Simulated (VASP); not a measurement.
# Bi (I4/mmm) in VASP: a series of runs

Runs on Bi. Level: PBE+D3(BJ). Tasks: single point.

Everything below comes from runs of VASP 6.6.1. Logs are shortened: lines on timing, memory, paths and dates and some standing lists are left out, and cuts for length are marked.

### Step 1. The cell of the first run

The structure is tetragonal, space group I4/mmm (No. 139). The conventional cell has a = 3.434 Å, b = 3.434 Å, c = 5.377 Å, α = 90.00°, β = 90.00°, γ = 90.00°. Within 4.5 Å of Bi (site symmetry 4/mmm) lie 12 Bi at 3.43 to 3.62 Å.

### Step 2. Single point, PBE+D3(BJ) (31.70 Å³/atom)

Contents of INCAR:

```
SYSTEM = Bi
  ALGO = Fast
  EDIFF = 1E-6
  ENCUT = 520
  GGA = PE
  ISIF = 2
  ISMEAR = 0
  IVDW = 12
  LASPH = .True.
  LCHARG = .False.
  LREAL = .False.
  LWAVE = .False.
  NBANDS = 14
  NELM = 80
  PREC = Accurate
  SIGMA = 0.15
```

Contents of KPOINTS:

```
k-points
0
Gamma
  18 18 18
  0 0 0
```

Contents of POSCAR:

```
Bi
1.0
   -1.7169188177      1.7169188177      2.6883514848
    1.7169188177     -1.7169188177      2.6883514848
    1.7169188177      1.7169188177     -2.6883514848
Bi
1
Direct
    0.0000000000      0.0000000000      0.0000000000
```

Potentials or basis: VASP PAW PBE potentials, release 64 (Bi_d).

Command:

```
cat potpaw_PBE.64/Bi_d/POTCAR > POTCAR
mpirun -np 1 vasp_std > vasp.out
```

OUTCAR:

```text
SYSTEM = Bi
   EDIFF = 1E-6
   ENCUT = 520
   GGA = PE
   ISIF = 2
   ISMEAR = 0
   IVDW = 12
   LASPH = .True.
   LREAL = .False.
   NELM = 80
   PREC = Accurate
 IVDW          = 12

 ion  position               nearest neighbor table
   1  0.000  0.000  0.000-

  LATTYP: Found a body centered tetragonal cell.
 ALAT       =     3.4338376354
 C/A-ratio  =     1.5658000000

  Lattice vectors:

 A1 = (  -1.7169188177,   1.7169188177,   2.6883514848)
 A2 = (   1.7169188177,  -1.7169188177,   2.6883514848)
 A3 = (   1.7169188177,   1.7169188177,  -2.6883514848)

Analysis of symmetry for initial positions (statically):
=====================================================================
 Subroutine PRICEL returns:
 Original cell was already a primitive cell.

 Routine SETGRP: Setting up the symmetry group for a
 body centered tetragonal supercell.

 Subroutine GETGRP returns: Found 16 space group operations
 (whereof 16 operations were pure point group operations)
 out of a pool of 16 trial point group operations.

The static configuration has the point symmetry D_4h.

Analysis of symmetry for dynamics (positions and initial velocities):
=====================================================================
 Subroutine PRICEL returns:
 Original cell was already a primitive cell.

 Routine SETGRP: Setting up the symmetry group for a
 body centered tetragonal supercell.

 Subroutine GETGRP returns: Found 16 space group operations
 (whereof 16 operations were pure point group operations)
 out of a pool of 16 trial point group operations.

The dynamic configuration has the point symmetry D_4h.

 Subroutine INISYM returns: Found 16 space group operations
 (whereof 16 operations are pure point group operations),
 and found     1 'primitive' translations

----------------------------------------------------------------------------------------

                                     Primitive cell

  volume of cell :      31.6990

  direct lattice vectors                    reciprocal lattice vectors
    -1.716918818  1.716918818  2.688351485     0.000000000  0.291219360  0.185987585
     1.716918818 -1.716918818  2.688351485     0.291219360  0.000000000  0.185987585
     1.716918818  1.716918818 -2.688351485     0.291219360  0.291219360  0.000000000

  length of vectors
     3.622548020  3.622548020  3.622548020     0.345543192  0.345543192  0.411846369

  position of ions in fractional coordinates (direct lattice)
     0.000000000  0.000000000  0.000000000

  ion indices of the primitive-cell ions
   primitive index   ion index
[... 84 lines left out ...]
   NELECT =      15.0000    total number of electrons
   NUPDOWN=      -1.0000    fix difference up-down
   EMIN   =  10.00;   EMAX   =-10.00  energy-range for DOS
   EFERMI =   0.00;   METHOD = LEGACY
   ISMEAR =     0;   SIGMA  =   0.15  broadening in eV -4-tet -1-fermi 0-gaus
   EFERMI_NEDOS =   21; number of points for ismear=-14 and -15
   IALGO  =     68    algorithm
   IMIX   =      4    mixing-type and parameters
     AMIX     =   0.40;   BMIX     =  1.00
     AMIX_MAG =   1.60;   BMIX_MAG =  1.00
  volume/ion in A,a.u.               =      31.70       213.92
  Fermi-wavevector in a.u.,A,eV,Ry     =   1.275724  2.410769 22.143098  1.627472
  Thomas-Fermi vector in A             =   2.408420
   LORBIT       =      0    0 simple, 1 ext, 2 COOP (PROOUT), +10 PAW based schemes
   GGA     = PE    functional components
   LHFCALC =     F    Hartree Fock is set to
   AEXX    =    0.0000 exact exchange contribution
   IVDW    =    12    specifies the selected vdW correction
   LEPSILON=     F    determine dielectric tensor
   LRPA    =     F    only Hartree local field effects (RPA)
 non-spin polarized calculation
 RMM-DIIS sequential band-by-band and
 Gauss-broadening in eV      SIGMA  =   0.15
  energy-cutoff  :      520.00
  volume of cell :       31.70
 maximum number of plane-waves:       869
   NGX = 13   NGY = 13   NGZ = 13

 number of electron      15.0000001 magnetization

 Free energy of the ion-electron system (eV)
  ---------------------------------------------------
  ext. energy  EPLUGINS =         0.00000000
  ---------------------------------------------------
  free energy    TOTEN  =        -3.71221059 eV

  energy without entropy =       -3.70452143  energy(sigma->0) =       -3.70836601

 E-fermi :   7.7794     XC(G=0): -10.2051

 val. band max:        7.7572021078   @ k =  -0.3889   0.5000   0.2222
 cond. band min:       7.7818795860   @ k =  -0.4444  -0.4444   0.3333
 fundamental gap:      0.0246774782
 Fermi energy:         7.7794498291

 k-point     1 :       0.0000    0.0000    0.0000
  band No.  band energies     occupation
      1     -15.3506      2.00000
      2     -15.2942      2.00000
      3     -15.2942      2.00000
      4     -15.2900      2.00000
      5     -15.2080      2.00000
      6      -5.7124      2.00000
      7      12.4950      0.00000
      8      12.6203      0.00000
      9      12.6203      0.00000
     10      16.3938      0.00000
     11      16.9488      0.00000
     12      18.2840      0.00000
     13      18.7205      0.00000
     14      18.7207      0.00000
[... 377 lines left out ...]
      1     -15.3207      2.00000
      2     -15.3046      2.00000
      3     -15.2753      2.00000
      4     -15.2540      2.00000
      5     -15.2181      2.00000
      6      -4.9584      2.00000
      7       7.8770      0.35757
      8      11.1879      0.00000
      9      12.0930      0.00000
     10      15.6095      0.00000
     11      17.8061      0.00000
     12      18.5377      0.00000
     13      18.8126      0.00000
     14      20.4363      0.00000

 [... further k-points ...]

------------------------ aborting loop because EDIFF is reached ----------------------------------------

 Edisp (eV)   -0.49744

 E8    (eV) :    -0.2447

  FORCE on cell =-STRESS in cart. coord.  units (eV):
  Direction    XX          YY          ZZ          XY          YZ          ZX
  --------------------------------------------------------------------------------------
  -------------------------------------------------------------------------------------
  Total      -0.49013    -0.49013    -0.37805     0.00000     0.00000     0.00000
  in kB     -24.77311   -24.77311   -19.10800     0.00000     0.00000     0.00000
  external pressure =      -22.88 kB  Pullay stress =        0.00 kB

 VOLUME and BASIS-vectors are now :
 -----------------------------------------------------------------------------
  energy-cutoff  :      520.00
  volume of cell :       31.70
      direct lattice vectors                 reciprocal lattice vectors
    -1.716918818  1.716918818  2.688351485     0.000000000  0.291219360  0.185987585
     1.716918818 -1.716918818  2.688351485     0.291219360  0.000000000  0.185987585
     1.716918818  1.716918818 -2.688351485     0.291219360  0.291219360  0.000000000

 POSITION                                       TOTAL-FORCE (eV/Angst)
 -----------------------------------------------------------------------------------
      0.00000      0.00000      0.00000         0.000000     -0.000000     -0.000000
 -----------------------------------------------------------------------------------
    total drift:                                0.000000      0.000000      0.000000

  FREE ENERGIE OF THE ION-ELECTRON SYSTEM (eV)
  ---------------------------------------------------
  free  energy   TOTEN  =        -4.2096494332 eV

  energy  without entropy=       -4.2019602675  energy(sigma->0) =       -4.20580485
```

OSZICAR:

```text
N       E                     dE             d eps       ncg     rms          rms(c)
DAV:   1     0.113503903215E+03    0.11350E+03   -0.76669E+03 13566   0.122E+03
DAV:   2     0.283457700166E+01   -0.11067E+03   -0.10728E+03 14436   0.335E+02
DAV:   3    -0.356096505314E+01   -0.63955E+01   -0.63712E+01 16860   0.787E+01
DAV:   4    -0.371006093467E+01   -0.14910E+00   -0.14906E+00 17448   0.129E+01
DAV:   5    -0.371627178349E+01   -0.62108E-02   -0.62107E-02 19050   0.238E+00    0.458E-01
RMM:   6    -0.371248935790E+01    0.37824E-02   -0.63431E-03 16305   0.922E-01    0.283E-01
RMM:   7    -0.371204809286E+01    0.44127E-03   -0.61701E-03 16541   0.784E-01    0.811E-02
RMM:   8    -0.371216707368E+01   -0.11898E-03   -0.12189E-03 18611   0.483E-01    0.152E-02
RMM:   9    -0.371220558059E+01   -0.38507E-04   -0.38006E-04 20513   0.189E-01    0.111E-02
RMM:  10    -0.371220720176E+01   -0.16212E-05   -0.75548E-05 18610   0.123E-01    0.153E-03
RMM:  11    -0.371221038049E+01   -0.31787E-05   -0.35807E-05 22900   0.549E-02    0.212E-03
RMM:  12    -0.371221059087E+01   -0.21038E-06   -0.37321E-06 12099   0.188E-02
   1 F= -.42096494E+01 E0= -.42058049E+01  d E =-.768917E-02
```

stdout:

```text
POSCAR found type information on POSCAR Bi
 POSCAR found :  1 types and       1 ions
 scaLAPACK will be used
 LDA part: xc-table for (Slater+PW92), standard interpolation
 POSCAR, INCAR and KPOINTS ok, starting setup
 FFT: planning ... GRIDC
 FFT: planning ... GRID_SOFT
 FFT: planning ... GRID
 WAVECAR not read
 entering main loop
WARNING in EDDRMM: call to ZHEGV failed, returncode =   8  4     13
WARNING in EDDRMM: call to ZHEGV failed, returncode =   6  3     12
WARNING in EDDRMM: call to ZHEGV failed, returncode =   8  4     11
WARNING in EDDRMM: call to ZHEGV failed, returncode =   8  4     12
WARNING in EDDRMM: call to ZHEGV failed, returncode =   8  4     13
WARNING in EDDRMM: call to ZHEGV failed, returncode =   8  4     13
WARNING in EDDRMM: call to ZHEGV failed, returncode =   8  4     13
WARNING in EDDRMM: call to ZHEGV failed, returncode =   8  4     13
WARNING in EDDRMM: call to ZHEGV failed, returncode =   8  4     14
WARNING in EDDRMM: call to ZHEGV failed, returncode =   6  3     13
WARNING in EDDRMM: call to ZHEGV failed, returncode =   8  4     12
```

It took 1.9 min on 1 thread of AMD EPYC 9R45 (Zen 5), shared host; peak memory 0.28 GiB.

Results:

| Item | Value |
| --- | --- |
| Free energy | -4.2096 eV |
| Pressure | -2.3 GPa |
| Band gap on the k mesh | zero (an odd number of electrons rules out a gap without spin polarisation) |
| Dispersion energy per atom | -0.497 eV |

Stress tensor (GPa, compression positive):
```
-2.48  0.00  0.00
 0.00 -2.48  0.00
 0.00  0.00 -1.91
```

Levels at points of the mesh, in eV from the Fermi level:
```
           k point  band 4  band 5  band 6  band 7  band 8  band 9  band 10  band 11
(0.00, 0.00, 0.00)  -23.07  -22.99  -13.49    4.72    4.84    4.84     8.61     9.17
(0.50, 0.00, 0.00)  -22.97  -22.94  -10.71   -5.18    2.43    4.06     6.77     8.84
(0.50, 0.50, 0.00)  -22.97  -22.89   -9.36   -4.15   -0.34    0.39     3.77     4.99
(0.50, 0.50, 0.50)  -22.95  -22.95  -10.28   -4.80    1.15    1.15     4.75     5.90
```

Caveat: spin-orbit coupling is left out, which moves the levels of the heavy elements.

### Step 3. Single point, PBE+D3(BJ) (31.70 Å³/atom)

Contents of INCAR:

```
ALGO     = Fast           # electronic algorithm
EDIFF    = 1E-6           # SCF threshold, eV
ENCUT    = 520            # plane-wave cutoff, eV
GGA      = PE             # functional
ISIF     = 2              # what is computed and relaxed
ISMEAR   = 0              # smearing method
IVDW     = 12             # dispersion correction
LASPH    = T              # aspherical terms in the spheres
LCHARG   = T              # write CHGCAR
LELF     = T              # ELF
LREAL    = F              # projectors in reciprocal space
LVHAR    = T            
LWAVE    = F              # write WAVECAR
NBANDS   = 14             # bands
NELM     = 100            # most SCF steps
PREC     = Accurate       # precision mode
SIGMA    = 0.15           # smearing width, eV
```

Contents of KPOINTS:

```
k-points
0
Gamma
  18 18 18
```

Contents of POSCAR:

```
Bi
1.0
   -1.9446554389      1.9446554389      2.0955607010
    1.9446554389     -1.9446554389      2.0955607010
    1.9446554389      1.9446554389     -2.0955607010
Bi
1
Direct
    0.0000000000      0.0000000000      0.0000000000
```

Potentials or basis: VASP PAW PBE potentials, release 64 (Bi_d).

Command:

```
cat potpaw_PBE.64/Bi_d/POTCAR > POTCAR
mpirun -np 1 vasp_std > vasp.out
```

Run time: 2.2 min. Hardware: 1 thread of AMD EPYC 9R45 (Zen 5), shared host; peak memory 0.28 GiB.

It converged, with:

```
Free energy                : -4.2524 eV
Pressure                   : -2.6 GPa
Band gap on the k mesh     : zero (an odd number of electrons rules out a gap without spin polarisation)
Dispersion energy per atom : -0.497 eV
```

Stress tensor (GPa, compression positive):
```
-2.33  0.00  0.00
 0.00 -2.33  0.00
 0.00  0.00 -3.14
```

Levels at points of the mesh, in eV from the Fermi level:
```tsv
k point	band 5	band 6	band 7	band 8	band 9	band 10
(0.00, 0.00, 0.00)	-22.90	-13.41	4.83	5.03	5.03	8.85
(0.50, 0.00, 0.00)	-22.84	-10.54	-5.02	1.81	3.71	6.20
(0.50, 0.50, 0.00)	-22.83	-10.28	-4.86	1.10	2.69	5.37
(0.50, 0.50, 0.50)	-22.85	-8.50	-2.50	-1.37	-1.37	3.34
```

Caveat: spin-orbit coupling is left out, which moves the levels of the heavy elements.

### Step 4. Single point, PBE+D3(BJ) (31.70 Å³/atom)

Contents of INCAR:

```
PREC     = Accurate       # precision mode
ENCUT    = 520            # plane-wave cutoff, eV
EDIFF    = 1E-7           # SCF threshold, eV
ISMEAR   = 0              # smearing method
SIGMA    = 0.15           # smearing width, eV
LREAL    = False          # projectors in reciprocal space
LASPH    = True           # aspherical terms in the spheres
NELM     = 100            # most SCF steps
ALGO     = Fast           # electronic algorithm
ISIF     = 2              # what is computed and relaxed
LWAVE    = False          # write WAVECAR
LCHARG   = False          # write CHGCAR
GGA      = PE             # functional
IVDW     = 12             # dispersion correction
NBANDS   = 14             # bands
```

Contents of KPOINTS:

```
regular mesh
0
Gamma
  18 18 18
```

Contents of POSCAR:

```
Bi
1.0
   -1.8501546944      1.8501546944      2.3150985692
    1.8501546944     -1.8501546944      2.3150985692
    1.8501546944      1.8501546944     -2.3150985692
Bi
1
Direct
    0.0000000000      0.0000000000      0.0000000000
```

Command:

```
cat potpaw_PBE.64/Bi_d/POTCAR > POTCAR
mpirun -np 1 vasp_std > vasp.out
```

It took 2.4 min on 1 thread of AMD EPYC 9R45 (Zen 5), shared host; peak memory 0.28 GiB.

The run converged. Its results:

| Quantity | Value |
| --- | --- |
| Free energy | -4.2185 eV |
| Pressure | -2.4 GPa |
| Band gap on the k mesh | zero (an odd number of electrons rules out a gap without spin polarisation) |
| Dispersion energy per atom | -0.497 eV |

Stress tensor (GPa, compression positive):
```
-1.82  0.00  0.00
 0.00 -1.82  0.00
 0.00  0.00 -3.59
```

Levels at points of the mesh, in eV from the Fermi level:
```
           k point  band 3  band 4  band 5  band 6  band 7  band 8  band 9  band 10  band 11  band 12
(0.00, 0.00, 0.00)  -23.03  -23.02  -22.96  -13.45    4.77    4.91    4.91     8.69     9.26    10.72
(0.50, 0.00, 0.00)  -23.02  -22.94  -22.90  -10.67   -5.14    2.51    3.88     6.88     8.78     9.15
(0.50, 0.50, 0.00)  -22.94  -22.93  -22.88   -9.95   -4.63    0.53    1.34     4.52     5.77    16.00
(0.50, 0.50, 0.50)  -22.93  -22.89  -22.89   -9.00   -3.69   -0.48   -0.48     3.47     4.55    15.97
```

Caveat: spin-orbit coupling is left out, which moves the levels of the heavy elements.

### Step 5. Summary

| cell | further INCAR settings | gap on the mesh (eV) | pressure (GPa) |
| --- | --- | --- | --- |
| a = 3.623 Å, angles 123.4, 123.4, 84.2°, 1 atom | ALGO = Fast; EDIFF = 1e-06; NBANDS = 14 | none | -2.3 |
| a = 3.458 Å, angles 111.6, 111.6, 105.4°, 1 atom | ALGO = Fast; EDIFF = 1e-06; NBANDS = 14 | none | -2.6 |
| a = 3.494 Å, angles 116.0, 116.0, 97.0°, 1 atom | ALGO = Fast; EDIFF = 1e-07; NBANDS = 14 | none | -2.4 |

Alike in all rows: task single point; level PBE+D3(BJ); potentials or basis VASP PAW PBE potentials, release 64 (Bi_d); no spin polarisation; k mesh 18 × 18 × 18; cutoff (eV) 520; smearing gaussian 0.15 eV.

Caveats: spin-orbit coupling is left out, which moves the levels of the heavy elements.

Total energies depend on the potentials used, so only differences within one code and one set of settings carry meaning.

The gap in the log of VASP goes by the Fermi energy; the results here count the filled bands.